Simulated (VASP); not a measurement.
Wanted: the native input for a VASP 6.6.1 run.

```
Task                   : single point
Functional             : LDA
Potentials or basis    : VASP PAW LDA potentials, release 64 (Zn, O)
Cutoff                 : 520 eV
k mesh                 : 12 × 12 × 6
Occupations            : gaussian, width 0.05 eV
Spin                   : no spin polarisation
Dipole correction      : no
Further INCAR settings : ALGO = Normal; EDIFF = 1e-07; NBANDS = 26
```

The structure of ZnO lies in POSCAR:

```
ZnO
1.0
    3.1064546507      0.0000000000      0.0000000000
   -1.5532273253      2.6902686432      0.0000000000
    0.0000000000      0.0000000000      5.4244911111
Zn O
2 2
Direct
    0.3333333333      0.6666666667      0.0018514197
    0.6666666667      0.3333333333      0.5018514197
    0.3333333333      0.6666666667      0.3802485803
    0.6666666667      0.3333333333      0.8802485803
```

This cell differs from its parent crystal: c/a of the conventional cell at fixed volume 1.7462.

One way to write it, as run:

INCAR

```
SYSTEM = ZnO
PREC = Accurate
ENCUT = 520
EDIFF = 1E-7
ISMEAR = 0
SIGMA = 0.05
LREAL = .False.
LASPH = .True.
NELM = 100
ALGO = Normal
ISIF = 2
LWAVE = .False.
LCHARG = .False.
NBANDS = 26
```

KPOINTS

```
Automatic mesh
0
Gamma
  12 12 6
  0 0 0
```

Potentials or basis: VASP PAW LDA potentials, release 64 (Zn, O).

Launch:

```bash
$ cat potpaw_LDA.64/Zn/POTCAR potpaw_LDA.64/O/POTCAR > POTCAR
$ mpirun -np 1 vasp_std > vasp.out
```

Results of the run:

```yaml
Pressure: 2.6 GPa
Largest_force: 0.628 eV/Å
Band_gap_on_the_k_mesh: 0.64 eV, direct
```

It took 2.3 min on 1 thread of AMD EPYC 7R13 (shared host), peak memory 0.16 GiB.
